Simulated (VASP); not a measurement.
Here is a VASP 6.6.1 calculation.

File POSCAR:

```
BiB
1.0
    0.0000000000      2.7600269748      2.7600269748
    2.7600269748      0.0000000000      2.7600269748
    2.7600269748      2.7600269748      0.0000000000
B Bi
1 1
Direct
    0.0000000000      0.0000000000      0.0000000000
    0.2500000000      0.2500000000      0.2500000000
```

File INCAR.step1:

```
PREC = Accurate
ENCUT = 600
ISMEAR = -1
SIGMA = 0.02
LREAL = F
LASPH = T
NELM = 60
GGA = PE
ALGO = Normal
EDIFF = 1E-4
LWAVE = T
LCHARG = F
```

The input INCAR.step2:

```
PREC = Accurate
ENCUT = 600
EDIFF = 1E-6
ISMEAR = -1
SIGMA = 0.02
LREAL = F
LASPH = T
NELM = 60
ALGO = Normal
ISIF = 3
LWAVE = F
LCHARG = F
METAGGA = R2SCAN
LMIXTAU = T
IBRION = 2
NSW = 80
EDIFFG = -0.005
ISTART = 1
```

Contents of KPOINTS:

```
regular mesh
0
Gamma
  8 8 8
```

Potentials or basis: VASP PAW PBE potentials, release 64 (B, Bi_d).

Run with:

```bash
$ cat potpaw_PBE.64/B/POTCAR potpaw_PBE.64/Bi_d/POTCAR > POTCAR
$ cp INCAR.step1 INCAR
$ mpirun -np 1 vasp_std > vasp.out
$ cp INCAR.step2 INCAR
$ mpirun -np 1 vasp_std > vasp.out
```

Q: What does it give for the space group after relaxing (to 0.1 Å)?

A: F-43m (No. 216).

Q: What does it give for the band gap on the k mesh?

A: 0.40 eV.

Final structure:
```yaml
crystal:
  lattice:
    - [0.00000, 2.74449, 2.74449]
    - [2.74449, 0.00000, 2.74449]
    - [2.74449, 2.74449, 0.00000]
  atoms:
    - { symbol: B, position: [0.00000, 0.00000, 0.00000] }
    - { symbol: Bi, position: [0.25000, 0.25000, 0.25000] }
```

Caveat: spin-orbit coupling is left out, which moves the levels of the heavy elements. A k mesh can miss the band edges.
